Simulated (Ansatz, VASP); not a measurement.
# NaF: VASP beside Ansatz

Contents of INCAR:

```
PREC = Accurate
ENCUT = 520
EDIFF = 1E-6
ISMEAR = 0
SIGMA = 0.05
LREAL = False
LASPH = True
NELM = 80
ALGO = Normal
ISIF = 2
LWAVE = False
LCHARG = False
GGA = PS
NBANDS = 14
```

File KPOINTS:

```
regular mesh
0
Gamma
  10 10 10
```

The input POSCAR:

```
NaF
1.0
    0.5663151577      2.6381998809      2.6381998809
    2.6381998809      0.5663151577      2.6381998809
    2.6381998809      2.6381998809      0.5663151577
Na F
1 1
Direct
    0.0000000000      0.0000000000      0.0000000000
    0.5000000000      0.5000000000      0.5000000000
```

Input for Ansatz:

```yaml
crystal:
  lattice:
    - [0.5663151577, 2.6381998809, 2.6381998809]
    - [2.6381998809, 0.5663151577, 2.6381998809]
    - [2.6381998809, 2.6381998809, 0.5663151577]
  atoms:
    - { symbol: Na, position: [0.0, 0.0, 0.0] }
    - { symbol: F, position: [0.5, 0.5, 0.5] }
basis:
  ecutwfc: 420
kpoints:
  mp_grid: { grid: [10, 10, 10] }
hamiltonian:
  xc: pbesol
scf:
  occupations: { method: gaussian, width: 0.05 }
output:
  forces: true
  stress: true
  eigenvalues: true
```

Alike in both runs: task single point; functional PBEsol; k mesh 10 × 10 × 10; occupations gaussian, width 0.05 eV; no spin polarisation.

|  | VASP | Ansatz |
| --- | --- | --- |
| version | VASP 6.6.1 | Ansatz 0.2.0 |
| potentials or method | VASP PAW PBE potentials, release 64 (Na_pv, F), cutoff 520 eV | scalar-relativistic, plane waves, PAW |
| valence electrons in the cell | 14 | 16 |

VASP gave:

- gap on the k mesh at the Fermi level (eV): 4.64
- least direct gap on the mesh (eV): 4.64
- pressure (GPa): -1.7
- traceless stress, the component that is largest in VASP (GPa): -10.69

Problem. What did Ansatz give for the same quantities?

Solution. gap on the k mesh at the Fermi level (eV): 4.66; least direct gap on the mesh (eV): 4.66; pressure (GPa): -1.6; traceless stress, the component that is largest in VASP (GPa): -10.70.

VASP's potentials were made for PBE, not for PBEsol. With one functional, cell and mesh, what is left measures potentials, basis and numerics. VASP's potentials hold 14 valence electrons a cell and Ansatz's 16, so a difference there can come from the potentials and not from the codes.
